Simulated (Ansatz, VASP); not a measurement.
Two plane-wave programs on HfB3

INCAR

```
  ALGO = Normal
  EDIFF = 1E-7
  ENCUT = 520
  GGA = PE
  ISIF = 2
  ISMEAR = 0
  LASPH = T
  LCHARG = T
  LELF = T
  LREAL = F
  LVHAR = T
  LWAVE = F
  NBANDS = 29
  NELM = 80
  PREC = Accurate
  SIGMA = 0.2
```

File KPOINTS:

```
k-points
0
Gamma
  8 4 4
```

File POSCAR:

```
HfB3
1.0
    0.0000000000      2.7845031801      0.0000000000
    0.0000000000      0.0000000000      5.0252671394
    5.5690063601      0.0000000000      0.0000000000
Hf B
2 6
Direct
    0.0000000000      0.0000000000      0.0000000000
    0.0000000000      0.0000000000      0.5000000000
    0.0000000000      0.5000000000      0.5000000000
    0.0000000000      0.5000000000      0.0000000000
    0.5000000000      0.6622408879      0.2500000000
    0.5000000000      0.6622408879      0.7500000000
    0.5000000000      0.3377591121      0.2500000000
    0.5000000000      0.3377591121      0.7500000000
```

Input for Ansatz:

```yaml
crystal:
  lattice:
    - [0.0, 2.7845031801, 0.0]
    - [0.0, 0.0, 5.0252671394]
    - [5.5690063601, 0.0, 0.0]
  atoms:
    - { symbol: Hf, position: [0.0, 0.0, 0.0] }
    - { symbol: Hf, position: [0.0, 0.0, 0.5] }
    - { symbol: B, position: [0.0, 0.5, 0.5] }
    - { symbol: B, position: [0.0, 0.5, 0.0] }
    - { symbol: B, position: [0.5, 0.6622408879, 0.25] }
    - { symbol: B, position: [0.5, 0.6622408879, 0.75] }
    - { symbol: B, position: [0.5, 0.3377591121, 0.25] }
    - { symbol: B, position: [0.5, 0.3377591121, 0.75] }
basis:
  ecutwfc: 420
kpoints:
  mp_grid: { grid: [8, 4, 4] }
hamiltonian:
  xc: pbe
scf:
  occupations: { method: gaussian, width: 0.2 }
  lower_state_search: "off"
output:
  forces: true
  stress: true
  eigenvalues: true
```

Alike in both runs: task single point; functional PBE; k mesh 8 × 4 × 4; occupations gaussian, width 0.2 eV; no spin polarisation.

|  | VASP | Ansatz |
| --- | --- | --- |
| version | VASP 6.6.1 | Ansatz 0.2.0 |
| potentials or method | VASP PAW PBE potentials, release 64 (Hf_pv, B), cutoff 520 eV | scalar-relativistic, plane waves, PAW |
| valence electrons in the cell | 38 | 70 |

Ansatz gave:

```
gap on the k mesh at the Fermi level (eV)                     : none
pressure (GPa)                                                : -0.1
traceless stress, the component that is largest in VASP (GPa) : 0.79
rms of the force components (eV/Å)                            : 0.018
```

Question: What did VASP give for the same quantities?

Answer: gap on the k mesh at the Fermi level (eV): none; pressure (GPa): -0.2; traceless stress, the component that is largest in VASP (GPa): 1.25; rms of the force components (eV/Å): 0.024.

Atom by atom the forces differ by 0.006 eV/Å (rms over components). A gap of «none» marks a metal or a gap that the smearing closes. VASP's potentials hold 38 valence electrons a cell and Ansatz's 70, so a difference there can come from the potentials and not from the codes.

Neither program's run includes spin-orbit coupling.
